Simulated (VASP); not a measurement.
Input of a VASP 6.6.1 run:

POSCAR

```
SnPd
1.0
    6.2496813800      0.0000000000      0.0000000000
    0.0000000000      6.0617953900      0.0000000000
    0.0000000000      0.0000000000      3.8269409700
Pd Sn
4 4
Direct
    0.1820000000      0.0070000000      0.2500000000
    0.8180000000      0.9930000000      0.7500000000
    0.6820000000      0.4930000000      0.7500000000
    0.3180000000      0.5070000000      0.2500000000
    0.5900000000      0.1820000000      0.2500000000
    0.4100000000      0.8180000000      0.7500000000
    0.0900000000      0.3180000000      0.7500000000
    0.9100000000      0.6820000000      0.2500000000
```

File INCAR.step1:

```
SYSTEM = SnPd
PREC = Accurate ; ENCUT = 550
ISMEAR = 0 ; SIGMA = 0.01
LREAL = .FALSE. ; LASPH = .TRUE.
NELM = 200 ; ISPIN = 2
MAGMOM = 0 0 0 0 0 0 0 0 ; LMAXMIX = 4
LDAU = .TRUE. ; LDAUTYPE = 2
LDAUL = 2 -1 ; LDAUU = 8 0
LDAUJ = 0 0 ; NBANDS = 62
GGA = PE ; ALGO = Normal
EDIFF = 1E-5 ; LWAVE = .TRUE.
LCHARG = .FALSE. ; GGA_COMPAT = .FALSE.
```

Contents of INCAR.step2:

```
SYSTEM = SnPd
PREC = Accurate ; ENCUT = 550
EDIFF = 1E-6 ; ISMEAR = 0
SIGMA = 0.01 ; LREAL = .FALSE.
LASPH = .TRUE. ; NELM = 200
ALGO = Normal ; ISIF = 2
LWAVE = .FALSE. ; LCHARG = .TRUE.
ISPIN = 2 ; MAGMOM = 0 0 0 0 0 0 0 0
LORBIT = 11 ; LMAXMIX = 4
LDAU = .TRUE. ; LDAUTYPE = 2
LDAUL = 2 -1 ; LDAUU = 8 0
LDAUJ = 0 0 ; LDAUPRINT = 1
METAGGA = R2SCAN ; LMIXTAU = .TRUE.
LELF = .TRUE. ; LVHAR = .TRUE.
NBANDS = 62 ; ISTART = 1
GGA_COMPAT = .FALSE.
```

The input KPOINTS:

```
Automatic mesh
0
G
  3 3 5
  0 0 0
```

Potentials or basis: VASP PAW PBE potentials, release 64 (Pd, Sn_d).

Launch:

```bash
$ cat potpaw_PBE.64/Pd/POTCAR potpaw_PBE.64/Sn_d/POTCAR > POTCAR
$ cp INCAR.step1 INCAR
$ mpirun -np 1 vasp_std > vasp.out
$ cp INCAR.step2 INCAR
$ mpirun -np 1 vasp_std > vasp.out
```

Question: What does it give for the pressure?

Answer: -0.3 GPa.

Question: What does it give for the largest force?

Answer: 0.574 eV/Å.

Question: Estimate the net moment.

Answer: -0.09 μB per cell.

Forces on the atoms (eV/Å):
```
Pd   0.074  0.149  0.000
Pd  -0.074 -0.149  0.000
Pd   0.074 -0.149  0.000
Pd  -0.074  0.149  0.000
Sn   0.128  0.559  0.000
Sn  -0.128 -0.559  0.000
Sn   0.128 -0.559  0.000
Sn  -0.128  0.559  0.000
```

Caveat: the PAW data sets were made with another functional, which shifts forces and pressure a little; the U is typed as a test and isn't derived for this compound.
